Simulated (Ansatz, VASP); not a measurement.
One calculation of NaCl, two programs

Contents of POSCAR:

```
NaCl
1.0
    4.8136686238      0.0000000000      0.0000000000
   -2.4068343119      4.1687593136      0.0000000000
    0.0000000000      0.0000000000      5.6787156640
Na Cl
2 2
Direct
    0.3333333333      0.6666666667     -0.0624973391
    0.6666666667      0.3333333333      0.4375026609
    0.3333333333      0.6666666667      0.4374973391
    0.6666666667      0.3333333333      0.9374973391
```

The input INCAR.step1:

```
SYSTEM = NaCl
  ALGO = Normal
  EDIFF = 1E-4
  ENCUT = 520
  GGA = PE
  ISMEAR = 0
  LASPH = .TRUE.
  LCHARG = .FALSE.
  LREAL = .FALSE.
  LWAVE = .TRUE.
  NBANDS = 22
  NELM = 60
  PREC = Accurate
  SIGMA = 0.01
```

INCAR.step2

```
SYSTEM = NaCl
  ALGO = Normal
  EDIFF = 1E-6
  ENCUT = 520
  ISIF = 2
  ISMEAR = 0
  ISTART = 1
  LASPH = .TRUE.
  LCHARG = .FALSE.
  LMIXTAU = .TRUE.
  LREAL = .FALSE.
  LWAVE = .FALSE.
  METAGGA = R2SCAN
  NBANDS = 22
  NELM = 60
  PREC = Accurate
  SIGMA = 0.01
```

The input KPOINTS:

```
k-points
0
G
  6 6 4
  0 0 0
```

Input for Ansatz:

```yaml
crystal:
  lattice:
    - [4.8136686238, 0.0, 0.0]
    - [-2.4068343119, 4.1687593136, 0.0]
    - [0.0, 0.0, 5.678715664]
  atoms:
    - { symbol: Na, position: [0.3333333333, 0.6666666667, -0.0624973391] }
    - { symbol: Na, position: [0.6666666667, 0.3333333333, 0.4375026609] }
    - { symbol: Cl, position: [0.3333333333, 0.6666666667, 0.4374973391] }
    - { symbol: Cl, position: [0.6666666667, 0.3333333333, 0.9374973391] }
kpoints:
  mp_grid: { grid: [6, 6, 4] }
hamiltonian:
  xc: r2scan
scf:
  occupations: { method: fixed }
  n_extra_bands: 5
output:
  forces: true
  stress: true
  eigenvalues: true
```

Alike in both runs: task single point; functional r2SCAN; k mesh 6 × 6 × 4; no spin polarisation.

|  | VASP | Ansatz |
| --- | --- | --- |
| version | VASP 6.6.1 | Ansatz 0.2.0 |
| potentials or method | VASP PAW PBE potentials, release 64 (Na_pv, Cl) | plane waves, PAW |
| plane-wave cutoff (eV) | 520 | 500 |
| occupations | gaussian, width 0.01 eV | fixed |
| valence electrons in the cell | 28 | 32 |

Ansatz gave:

* gap on the k mesh at the Fermi level (eV): 5.34
* pressure (GPa): -1.1
* traceless stress, the component that is largest in VASP (GPa): -0.10
* rms of the force components (eV/Å): 0.000

Which values does VASP return?

gap on the k mesh at the Fermi level (eV): 5.35; pressure (GPa): -1.2; traceless stress, the component that is largest in VASP (GPa): -0.09; rms of the force components (eV/Å): 0.006.

VASP's potentials were made for PBE, not for r2SCAN. Atom by atom the forces differ by 0.006 eV/Å (rms over components). VASP's potentials hold 28 valence electrons a cell and Ansatz's 32, so a difference there can come from the potentials and not from the codes. Ansatz's warnings: structure snapped to symmetry.
